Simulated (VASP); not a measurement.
Write the native input for VASP 6.6.1 that does the following.

```yaml
Task: single point
Functional: PBE-based screened hybrid
Potentials_or_basis: VASP PAW PBE potentials, release 64 (Cl, Na_pv)
Cutoff: 520 eV
k_mesh: 4 × 4 × 4
Occupations: fermi-dirac, width 0.05 eV
Spin: no spin polarisation
Dipole_correction: no
Grid_for_exact_exchange_PRECFOCK: Normal
Share_of_exact_exchange: 0.25
Further_INCAR_settings: ALGO = Normal; EDIFF = 1e-07; NBANDS = 14
Screening_parameter: 0.1 1/Å
```

NaCl:

```
Cl Na
1.0
     0.00000    2.79406    2.79406
     2.79406    0.00000    2.79406
     2.79406    2.79406    0.00000
Cl Na
1 1
Cartesian
  2.7941 2.7941 2.7941
  0.0000 0.0000 0.0000
```

These files were run (other wordings do the same):

POSCAR

```
NaCl
1.0
    0.0000000000      2.7940632177      2.7940632177
    2.7940632177      0.0000000000      2.7940632177
    2.7940632177      2.7940632177      0.0000000000
Cl Na
1 1
Direct
    0.5000000000      0.5000000000      0.5000000000
    0.0000000000      0.0000000000      0.0000000000
```

INCAR.step1

```
SYSTEM = NaCl
PREC = Accurate
ENCUT = 520
EDIFF = 1E-5
ISMEAR = -1
SIGMA = 0.05
LREAL = .FALSE.
LASPH = .TRUE.
NELM = 60
ALGO = Normal
ISIF = 2
LWAVE = .TRUE.
GGA = PE
NBANDS = 14
```

INCAR.step2

```
SYSTEM = NaCl
PREC = Accurate
ENCUT = 520
EDIFF = 1E-7
ISMEAR = -1
SIGMA = 0.05
LREAL = .FALSE.
LASPH = .TRUE.
NELM = 60
ALGO = Normal
ISIF = 2
LWAVE = .FALSE.
LCHARG = .TRUE.
GGA = PE
LHFCALC = .TRUE.
AEXX = 0.25
HFSCREEN = 0.1
PRECFOCK = Normal
LELF = .TRUE.
LVHAR = .TRUE.
ISTART = 1
NBANDS = 14
```

KPOINTS

```
Automatic mesh
0
G
  4 4 4
  0 0 0
```

Potentials or basis: VASP PAW PBE potentials, release 64 (Cl, Na_pv).

The run is started by

```console
$ cat potpaw_PBE.64/Cl/POTCAR potpaw_PBE.64/Na_pv/POTCAR > POTCAR
$ cp INCAR.step1 INCAR
$ mpirun -np 1 vasp_std > vasp.out
$ cp INCAR.step2 INCAR
$ mpirun -np 1 vasp_std > vasp.out
```

Results of the run:

The pressure is 0.9 GPa and the band gap on the k mesh is 6.96 eV, direct.

Caveat: the k points lie up to 0.49 Å⁻¹ apart; the PAW data sets were made with another functional, which shifts forces and pressure a little.

Run time: 4.7 min on 1 thread of AMD EPYC 7R13 Processor (Zen 3), with other jobs on the host, peak memory 0.23 GiB.
